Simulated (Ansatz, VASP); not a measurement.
**One calculation of Ta, two programs**

The input INCAR:

```
  PREC = Accurate
  ENCUT = 600
  EDIFF = 1E-6
  ISMEAR = 0
  SIGMA = 0.1
  LREAL = F
  LASPH = T
  NELM = 60
  ALGO = Normal
  ISIF = 3
  LWAVE = F
  LCHARG = F
  GGA = PE
  IBRION = 2
  NSW = 80
  EDIFFG = -0.01
```

File KPOINTS:

```
regular mesh
0
Gamma
  18 18 18
```

POSCAR

```
Ta
1.0
   -1.6539927033      1.6539927033      1.6539927033
    1.6539927033     -1.6539927033      1.6539927033
    1.6539927033      1.6539927033     -1.6539927033
Ta
1
Direct
    0.0000000000      0.0000000000      0.0000000000
```

Input for Ansatz:

```yaml
crystal:
  lattice:
    - [-1.6539927006, 1.6539927006, 1.6539927006]
    - [1.6539927006, -1.6539927006, 1.6539927006]
    - [1.6539927006, 1.6539927006, -1.6539927006]
  atoms:
    - { symbol: Ta, position: [0.0, 0.0, 0.0] }
basis:
  ecutwfc: 420
kpoints:
  mp_grid: { grid: [18, 18, 18] }
hamiltonian:
  xc: pbe
scf:
  occupations: { method: gaussian, width: 0.1 }
output:
  forces: true
  stress: true
  eigenvalues: true
relax:
  adjacent_minimum: "off"
  f_tol: 0.01
  max_steps: 60
  cell: { stress_tol: 0.1 }
```

Alike in both runs: task relaxation of cell and atoms; functional PBE; k mesh 18 × 18 × 18; occupations gaussian, width 0.1 eV; no spin polarisation.

|  | VASP | Ansatz |
| --- | --- | --- |
| version | VASP 6.6.1 | Ansatz 0.2.0 |
| potentials or method | VASP PAW PBE potentials, release 64 (Ta_pv), cutoff 600 eV | scalar-relativistic, plane waves, PAW |
| valence electrons in the cell | 11 | 13 |

|  | VASP | Ansatz | Ansatz less VASP |
| --- | --- | --- | --- |
| gap on the k mesh at the Fermi level, each at its own relaxed structure (eV) | none | none | - |
| relaxed volume (Å³/atom) | 18.29 | 18.28 | -0.006 |
| relaxed length of the cell vector where the two differ most in proportion (Å) | 2.875 | 2.875 | -0.0003 |

A gap of «none» marks a metal or a gap that the smearing closes. VASP's potentials hold 11 valence electrons a cell and Ansatz's 13, so a difference there can come from the potentials and not from the codes.

Neither program's run includes spin-orbit coupling.
